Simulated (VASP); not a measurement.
# Sn: single point with PBEsol+D3(BJ)

Sn:

```
Sn
1.0
    -2.04622    2.04622    1.81887
     2.04622   -2.04622    1.81887
     2.04622    2.04622   -1.81887
Sn
1
Direct
  0.00000 0.00000 0.00000
```

This cell differs from its parent crystal: strain +0.080 along x and y, -0.040 along z.

```
Program             : VASP 6.6.1
Task                : single point
Functional          : PBEsol
Dispersion          : D3(BJ)
Potentials or basis : VASP PAW PBE potentials, release 64 (Sn_d)
Cutoff              : 520 eV
k mesh              : 18 × 18 × 18
Occupations         : gaussian, width 0.15 eV
Spin                : no spin polarisation
```

```
Pressure                   : -7.6 GPa
Band gap on the k mesh     : zero (band 7 reaches 13.18 eV, above the bottom of band 8 at 4.67 eV)
Dispersion energy per atom : -0.345 eV
```

Stress tensor (GPa, compression positive):
```
-7.39  0.00  0.00
 0.00 -7.39  0.00
 0.00  0.00 -8.07
```

Levels at points of the mesh, in eV from the Fermi level:
```csv
k point,band 3,band 4,band 5,band 6,band 7,band 8,band 9,band 10,band 11,band 12
"(0.00, 0.00, 0.00)",-21.39,-21.34,-21.30,-10.33,6.55,6.55,7.50,10.58,11.65,11.76
"(0.50, 0.00, 0.00)",-21.32,-21.29,-21.25,-6.06,-3.77,2.89,4.39,6.88,7.37,13.56
"(0.50, 0.50, 0.00)",-21.34,-21.32,-21.26,-6.77,-4.05,4.23,6.21,8.53,9.24,12.23
"(0.50, 0.50, 0.50)",-21.27,-21.27,-21.25,-3.40,-0.98,-0.98,1.10,3.41,4.76,17.82
```

It took 2.2 min on 1 thread of AMD EPYC 9R45 96-Core Processor (Zen 5) (shared host), peak memory 0.27 GiB.

Caveat: the cell differs from its parent crystal (strain +0.080 along x and y, -0.040 along z); the PAW data sets were made with another functional, which shifts forces and pressure a little; spin-orbit coupling is left out, which moves the levels of the heavy elements; pairwise dispersion overbinds metals, which lowers pressure and volume.
